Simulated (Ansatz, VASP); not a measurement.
**Two plane-wave programs on ScTeAs3**

```
CELL_PARAMETERS angstrom
5.24125 0.00000 0.00000
0.00000 5.24125 0.00000
0.00000 0.00000 5.24125
ATOMIC_POSITIONS crystal
Sc 0.50000 0.50000 0.50000
Te 0.00000 0.00000 0.00000
As 0.50000 0.00000 0.00000
As 0.00000 0.50000 0.00000
As 0.00000 0.00000 0.50000
```

Alike in both runs: functional PBE; k mesh 4 × 4 × 4; occupations gaussian, width 0.1 eV; no spin polarisation.

Ansatz relaxed the structure, and its values are those at the end. VASP's run is a single point on that final structure, the one shown.

```csv
,VASP,Ansatz
version,VASP 6.6.1,Ansatz 0.2.0
potentials or method,"VASP PAW PBE potentials, release 64 (Sc_sv, Te, As), cutoff 520 eV","scalar-relativistic, plane waves, PAW"
valence electrons in the cell,32,72
```

```csv
,VASP,Ansatz,Ansatz less VASP
gap on the k mesh at the Fermi level (eV),none,none,-
pressure (GPa),-0.2,-0.3,-0.10
```

A gap of «none» marks a metal or a gap that the smearing closes. With one functional, cell and mesh, what is left measures potentials, basis and numerics. VASP's potentials hold 32 valence electrons a cell and Ansatz's 72, so a difference there can come from the potentials and not from the codes.

Neither program's run includes spin-orbit coupling.
